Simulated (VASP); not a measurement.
# Re (Fm-3m) in VASP: a series of runs

Re is run at these levels: PBE; tasks: single point, relaxation of cell and atoms.

All numbers are computed with VASP 6.6.1; they aren't measurements. Logs are shortened: lines on timing, memory, paths and dates and some standing lists are left out, and cuts for length are marked.

## 1. The cell of the first run

Symmetry: Fm-3m, No. 225, cubic system. Conventional cell: a = 3.915 Å, b = 3.915 Å, c = 3.915 Å, α = 90.00°, β = 90.00°, γ = 90.00°. Re (site symmetry m-3m) has 12 Re at 2.77 Å within 3.6 Å.

## 2. Single point, PBE

The input, INCAR:

```
SYSTEM = Re
PREC = Accurate ; ENCUT = 520
EDIFF = 1E-6 ; ISMEAR = 0
SIGMA = 0.1 ; LREAL = .False.
LASPH = .True. ; NELM = 100
ALGO = Normal ; ISIF = 2
LWAVE = .False. ; LCHARG = .True.
GGA = PE ; LELF = .True.
LVHAR = .True. ; NBANDS = 10
```

The input, KPOINTS:

```
regular mesh
0
Gamma
  24 24 24
  0 0 0
```

The input, POSCAR:

```
Re
1.0
    0.0000000000      1.9576322722      1.9576322722
    1.9576322722      0.0000000000      1.9576322722
    1.9576322722      1.9576322722      0.0000000000
Re
1
Direct
    0.0000000000      0.0000000000      0.0000000000
```

Potentials or basis: VASP PAW PBE potentials, release 64 (Re).

The run is started by

```console
$ cat potpaw_PBE.64/Re/POTCAR > POTCAR
$ mpirun -np 1 vasp_std > vasp.out
```

OUTCAR:

```text
SYSTEM = Re
   PREC = Accurate
   ENCUT = 520
   EDIFF = 1E-6
   ISMEAR = 0
   LREAL = .False.
   LASPH = .True.
   NELM = 100
   ISIF = 2
   GGA = PE

 ion  position               nearest neighbor table
   1  0.000  0.000  0.000-

  LATTYP: Found a face centered cubic cell.
 ALAT       =     3.9152645444

  Lattice vectors:

 A1 = (   0.0000000000,   1.9576322722,   1.9576322722)
 A2 = (   1.9576322722,   0.0000000000,   1.9576322722)
 A3 = (   1.9576322722,   1.9576322722,   0.0000000000)

Analysis of symmetry for initial positions (statically):
=====================================================================
 Subroutine PRICEL returns:
 Original cell was already a primitive cell.

 Routine SETGRP: Setting up the symmetry group for a
 face centered cubic supercell.

 Subroutine GETGRP returns: Found 48 space group operations
 (whereof 48 operations were pure point group operations)
 out of a pool of 48 trial point group operations.

The static configuration has the point symmetry O_h .

Analysis of symmetry for dynamics (positions and initial velocities):
=====================================================================
 Subroutine PRICEL returns:
 Original cell was already a primitive cell.

 Routine SETGRP: Setting up the symmetry group for a
 face centered cubic supercell.

 Subroutine GETGRP returns: Found 48 space group operations
 (whereof 48 operations were pure point group operations)
 out of a pool of 48 trial point group operations.

The dynamic configuration has the point symmetry O_h .

 Subroutine INISYM returns: Found 48 space group operations
 (whereof 48 operations are pure point group operations),
 and found     1 'primitive' translations

----------------------------------------------------------------------------------------

                                     Primitive cell

  volume of cell :      15.0046

  direct lattice vectors                    reciprocal lattice vectors
     0.000000000  1.957632272  1.957632272    -0.255410583  0.255410583  0.255410583
     1.957632272  0.000000000  1.957632272     0.255410583 -0.255410583  0.255410583
     1.957632272  1.957632272  0.000000000     0.255410583  0.255410583 -0.255410583

  length of vectors
     2.768510109  2.768510109  2.768510109     0.442384107  0.442384107  0.442384107

  position of ions in fractional coordinates (direct lattice)
     0.000000000  0.000000000  0.000000000

  ion indices of the primitive-cell ions
   primitive index   ion index
                 1           1

----------------------------------------------------------------------------------------

 KPOINTS: regular mesh

Automatic generation of k-mesh.
 Grid dimensions read from file:
 generate k-points for:   24   24   24

 Generating k-lattice:

  Cartesian coordinates                     Fractional coordinates (reciprocal lattice)
    -0.010642108  0.010642108  0.010642108     0.041666667  0.000000000  0.000000000
     0.010642108 -0.010642108  0.010642108     0.000000000  0.041666667  0.000000000
     0.010642108  0.010642108 -0.010642108     0.000000000  0.000000000  0.041666667

  Length of vectors
     0.018432671  0.018432671  0.018432671

  Shift w.r.t. Gamma in fractional coordinates (k-lattice)
     0.000000000  0.000000000  0.000000000

 Subroutine IBZKPT returns following result:
 ===========================================

 Found    413 irreducible k-points:

 Following reciprocal coordinates:
            Coordinates               Weight
  0.000000  0.000000  0.000000      1.000000
  0.041667  0.000000  0.000000      8.000000
  0.083333  0.000000  0.000000      8.000000
  0.125000  0.000000  0.000000      8.000000
  0.166667  0.000000  0.000000      8.000000
  0.208333  0.000000  0.000000      8.000000
[... 16 lines left out ...]
  0.416667  0.041667  0.000000     24.000000
  0.458333  0.041667  0.000000     24.000000
 [... further k-points ...]
   k-points           NKPTS =    413   k-points in BZ     NKDIM =    413   number of bands    NBANDS=     10
   number of dos      NEDOS =    301   number of ions     NIONS =      1
   total plane-waves  NPLWV =  13824
   dimension x,y,z NGX =    24 NGY =   24 NGZ =   24
   dimension x,y,z NGXF=    48 NGYF=   48 NGZF=   48
   ions per type =               1
   NGX,Y,Z   is equivalent  to a cutoff of  14.41, 14.41, 14.41 a.u.
   NGXF,Y,Z  is equivalent  to a cutoff of  28.82, 28.82, 28.82 a.u.
 SYSTEM =  Re
   PREC   = accura    normal or accurate (medium, high low for compatibility)
   ISTART =      0    job   : 0-new  1-cont  2-samecut
   ICHARG =      2    charge: 1-file 2-atom 10-const
   ISPIN  =      1    spin polarized calculation?
   LNONCOLLINEAR =      F non collinear calculations
   LSORBIT =      F    spin-orbit coupling
   LASPH  =      T    aspherical Exc in radial PAW
   ENCUT  =  520.0 eV  38.22 Ry    6.18 a.u.   5.15  5.15  5.15*2*pi/ulx,y,z
   NELM   =    100;   NELMIN=  2; NELMDL= -5     # of ELM steps
   EDIFF  = 0.1E-05   stopping-criterion for ELM
   LREAL  =      F    real-space projection
   EDIFFG = 0.1E-04   stopping-criterion for IOM
   NSW    =      0    number of steps for IOM
   IBRION =     -1    ionic relax: 0-MD 1-quasi-New 2-CG
   NFREE  =      0    steps in history (QN), initial steepest desc. (CG)
   ISIF   =      2    stress and relaxation
   ISYM   =      2    0-nonsym 1-usesym 2-fastsym
   POTIM  = 0.5000    time-step for ionic-motion
   TEBEG  =    0.0;   TEEND  =   0.0 temperature during run
   PSTRESS=    0.0 pullay stress
   NELECT =       7.0000    total number of electrons
   NUPDOWN=      -1.0000    fix difference up-down
   EMIN   =  10.00;   EMAX   =-10.00  energy-range for DOS
   EFERMI =   0.00;   METHOD = LEGACY
   ISMEAR =     0;   SIGMA  =   0.10  broadening in eV -4-tet -1-fermi 0-gaus
   EFERMI_NEDOS =   21; number of points for ismear=-14 and -15
   IALGO  =     38    algorithm
   IMIX   =      4    mixing-type and parameters
     AMIX     =   0.40;   BMIX     =  1.00
     AMIX_MAG =   1.60;   BMIX_MAG =  1.00
  volume/ion in A,a.u.               =      15.00       101.26
  Fermi-wavevector in a.u.,A,eV,Ry     =   1.269696  2.399377 21.934330  1.612128
  Thomas-Fermi vector in A             =   2.402723
   LORBIT       =      0    0 simple, 1 ext, 2 COOP (PROOUT), +10 PAW based schemes
   GGA     = PE    functional components
   LHFCALC =     F    Hartree Fock is set to
   AEXX    =    0.0000 exact exchange contribution
   IVDW    =     0    specifies the selected vdW correction
   LEPSILON=     F    determine dielectric tensor
   LRPA    =     F    only Hartree local field effects (RPA)
 non-spin polarized calculation
 Gauss-broadening in eV      SIGMA  =   0.10
  energy-cutoff  :      520.00
  volume of cell :       15.00
 maximum number of plane-waves:       419
 NGX is ok and might be reduce to    24
   NGX = 11   NGY = 11   NGZ = 11

 number of electron       7.0000001 magnetization

 Free energy of the ion-electron system (eV)
  ---------------------------------------------------
  ext. energy  EPLUGINS =         0.00000000
  ---------------------------------------------------
  free energy    TOTEN  =       -12.36489613 eV

  energy without entropy =      -12.35990825  energy(sigma->0) =      -12.36240219

 E-fermi :   7.9102     XC(G=0): -13.6240

 val. band max:        7.9082082175   @ k =   0.4583   0.2500   0.1250
 cond. band min:       7.9105071606   @ k =   0.5000   0.0417   0.0000
 fundamental gap:      0.0022989431
 Fermi energy:         7.9101822542

 k-point     1 :       0.0000    0.0000    0.0000
  band No.  band energies     occupation
      1      -2.0829      2.00000
      2       6.0468      2.00000
      3       6.0468      2.00000
      4       6.0468      2.00000
      5       9.1411      0.00000
      6       9.1411      0.00000
      7      21.8073      0.00000
      8      27.3534      0.00000
      9      27.3534      0.00000
     10      27.3534      0.00000

 k-point     2 :       0.0417    0.0000    0.0000
  band No.  band energies     occupation
      1      -2.0034      2.00000
      2       5.9917      2.00000
      3       6.0847      2.00000
      4       6.0847      2.00000
      5       9.1102      0.00000
      6       9.1102      0.00000
      7      21.9630      0.00000
      8      26.8983      0.00000
      9      27.4981      0.00000
     10      27.4981      0.00000

 k-point     3 :       0.0833    0.0000    0.0000
  band No.  band energies     occupation
      1      -1.7695      2.00000
      2       5.8398      2.00000
      3       6.1903      2.00000
      4       6.1903      2.00000
      5       9.0304      0.00000
      6       9.0304      0.00000
      7      22.4077      0.00000
      8      25.9404      0.00000
      9      27.9243      0.00000
     10      27.9243      0.00000

 k-point     4 :       0.1250    0.0000    0.0000
  band No.  band energies     occupation
      1      -1.3959      2.00000
      2       5.6277      2.00000
      3       6.3375      2.00000
      4       6.3375      2.00000
      5       8.9413      0.00000
      6       8.9413      0.00000
      7      23.0510      0.00000
      8      24.9243      0.00000
      9      28.6101      0.00000
     10      28.6101      0.00000
[... 222 lines left out ...]
 k-point    22 :       0.3750    0.0417    0.0000
  band No.  band energies     occupation
      1       1.1367      2.00000
      2       6.0215      2.00000
      3       6.2078      2.00000
      4       6.2096      2.00000
      5      10.4263      0.00000
      6      10.8559      0.00000
      7      19.6392      0.00000
      8      23.2025      0.00000
      9      29.4564      0.00000
     10      30.4544      0.00000

 k-point    23 :       0.4167    0.0417    0.0000
  band No.  band energies     occupation
      1       1.2186      2.00000
      2       5.8876      2.00000
      3       6.0698      2.00000
      4       6.9122      2.00000
      5      11.0006      0.00000
      6      11.2731      0.00000
      7      18.7764      0.00000
      8      22.2950      0.00000
      9      28.5286      0.00000
     10      29.2810      0.00000

 k-point    24 :       0.4583    0.0417    0.0000
  band No.  band energies     occupation
      1       1.2408      2.00000
      2       5.7955      2.00000
      3       5.9680      2.00000
      4       7.5512      2.00000
      5      11.4817      0.00000
      6      11.5487      0.00000
      7      18.0084      0.00000
      8      21.7246      0.00000
      9      27.9362      0.00000
     10      28.3611      0.00000

 [... further k-points ...]

------------------------ aborting loop because EDIFF is reached ----------------------------------------

  FORCE on cell =-STRESS in cart. coord.  units (eV):
  Direction    XX          YY          ZZ          XY          YZ          ZX
  --------------------------------------------------------------------------------------
  -------------------------------------------------------------------------------------
  Total       -0.0547032     -0.0547032     -0.0547032      0.0000000     -0.0000000      0.0000000
  in kB       -5.8411766     -5.8411766     -5.8411766      0.0000000     -0.0000000      0.0000000
  external PRESSURE =      -5.8411766 kB  Pullay stress =       0.0000000 kB

 VOLUME and BASIS-vectors are now :
 -----------------------------------------------------------------------------
  energy-cutoff  :      520.00
  volume of cell :       15.00
      direct lattice vectors                 reciprocal lattice vectors
     0.000000000  1.957632272  1.957632272    -0.255410583  0.255410583  0.255410583
     1.957632272  0.000000000  1.957632272     0.255410583 -0.255410583  0.255410583
     1.957632272  1.957632272  0.000000000     0.255410583  0.255410583 -0.255410583

 POSITION                                       TOTAL-FORCE (eV/Angst)
 -----------------------------------------------------------------------------------
      0.00000      0.00000      0.00000        -0.000000     -0.000000      0.000000
 -----------------------------------------------------------------------------------
    total drift:                               -0.000000     -0.000000     -0.000000

  FREE ENERGIE OF THE ION-ELECTRON SYSTEM (eV)
  ---------------------------------------------------
  free  energy   TOTEN  =       -12.3648961326 eV

  energy  without entropy=      -12.3599082464  energy(sigma->0) =      -12.36240219
```

It took 20 s on 1 thread of Intel Xeon 6975P-C (Granite Rapids), shared host; peak memory 0.19 GiB.

Results:

| Property | Result |
| --- | --- |
| Free energy | -12.3649 eV |
| Pressure | -0.6 GPa |

Caveat: spin-orbit coupling is left out, which moves the levels of the heavy elements.

[end of part 1 of 2]
